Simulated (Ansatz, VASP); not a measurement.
**HfC in VASP and in Ansatz**

Contents of INCAR:

```
PREC = Accurate
ENCUT = 520
EDIFF = 1E-7
ISMEAR = -1
SIGMA = 0.05
LREAL = F
LASPH = T
NELM = 80
ALGO = Normal
ISIF = 2
LWAVE = F
LCHARG = T
LELF = T
LVHAR = T
NBANDS = 22
```

File KPOINTS:

```
Automatic mesh
0
Gamma
  9 9 5
```

POSCAR

```
HfC
1.0
    3.3868561774      0.0000000000      0.0000000000
   -1.6934280887      2.9331034886      0.0000000000
    0.0000000000      0.0000000000      5.2711786145
Hf C
2 2
Direct
    0.3333333333      0.6666666667      0.2500000000
    0.6666666667      0.3333333333      0.7500000000
    0.0000000000      0.0000000000      0.5000000000
    0.0000000000      0.0000000000      0.0000000000
```

File input.yaml:

```yaml
crystal:
  lattice:
    - [3.3868561774, 0.0, 0.0]
    - [-1.6934280887, 2.9331034886, 0.0]
    - [0.0, 0.0, 5.2711786145]
  atoms:
    - { symbol: Hf, position: [0.3333333333, 0.6666666667, 0.25] }
    - { symbol: Hf, position: [0.6666666667, 0.3333333333, 0.75] }
    - { symbol: C, position: [0.0, 0.0, 0.5] }
    - { symbol: C, position: [0.0, 0.0, 0.0] }
hamiltonian:
  xc: lda
  pseudopotentials: { kind: paw }
kpoints:
  mp_grid: { grid: [9, 9, 5] }
scf:
  occupations: { method: fermi_dirac, width: 0.05 }
output:
  forces: true
  stress: true
  eigenvalues: true
  write_density: true
  write_potential: true
  elf: true
  volumetric_format: npy
```

Alike in both runs: task single point; functional LDA; k mesh 9 × 9 × 5; occupations fermi-dirac, width 0.05 eV; no spin polarisation.

```csv
,VASP,Ansatz
version,VASP 6.6.1,Ansatz 0.2.0
potentials or method,"VASP PAW LDA potentials, release 64 (Hf_pv, C)",Ansatz PAW
plane-wave cutoff (eV),520,420
valence electrons in the cell,28,60
```

|  | VASP | Ansatz | Ansatz less VASP |
| --- | --- | --- | --- |
| gap on the k mesh at the Fermi level (eV) | none | none | - |
| pressure (GPa) | -20.0 | -20.1 | -0.07 |
| traceless stress, the component that is largest in VASP (GPa) | 2.49 | 2.51 | +0.021 |

LDA's correlation is that of Perdew and Zunger in VASP and of Perdew and Wang (1992) in Ansatz. A gap of «none» marks a metal or a gap that the smearing closes. VASP's potentials hold 28 valence electrons a cell and Ansatz's 60, so a difference there can come from the potentials and not from the codes.

Spin-orbit coupling is off throughout.
